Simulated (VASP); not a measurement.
A run of VASP 6.6.1:

POSCAR

```
PbS
1.0
    0.0000000000      3.3009774971      3.3009774971
    3.3009774971      0.0000000000      3.3009774971
    3.3009774971      3.3009774971      0.0000000000
Pb S
1 1
Direct
    0.0000000000      0.0000000000      0.0000000000
    0.2500000000      0.2500000000      0.2500000000
```

The input INCAR.step1:

```
SYSTEM = PbS
PREC = Accurate
ENCUT = 550
ISMEAR = 0
SIGMA = 0.2
LREAL = .False.
LASPH = .True.
NELM = 120
NBANDS = 17
GGA = PE
ALGO = Normal
EDIFF = 1E-5
LWAVE = .True.
LCHARG = .False.
GGA_COMPAT = .False.
```

The input INCAR.step2:

```
SYSTEM = PbS
PREC = Accurate
ENCUT = 550
EDIFF = 1E-6
ISMEAR = 0
SIGMA = 0.2
LREAL = .False.
LASPH = .True.
NELM = 120
ALGO = Normal
ISIF = 2
LWAVE = .False.
LCHARG = .False.
METAGGA = R2SCAN
LMIXTAU = .True.
NBANDS = 17
ISTART = 1
GGA_COMPAT = .False.
```

KPOINTS

```
regular mesh
0
Gamma
  4 4 4
  0 0 0
```

Potentials or basis: VASP PAW PBE potentials, release 64 (Pb_d, S).

Run with:

```console
$ cat potpaw_PBE.64/Pb_d/POTCAR potpaw_PBE.64/S/POTCAR > POTCAR
$ cp INCAR.step1 INCAR
$ mpirun -np 1 vasp_std > vasp.out
$ cp INCAR.step2 INCAR
$ mpirun -np 1 vasp_std > vasp.out
```

Hardware: 1 thread of Intel(R) Xeon(R) 6975P-C (Granite Rapids) (shared host).

Problem. Estimate the wall time of this run.

Solution. It took 26 s on 1 thread of Intel(R) Xeon(R) 6975P-C (Granite Rapids) (shared host), peak memory 0.21 GiB. Counts: k points 8.
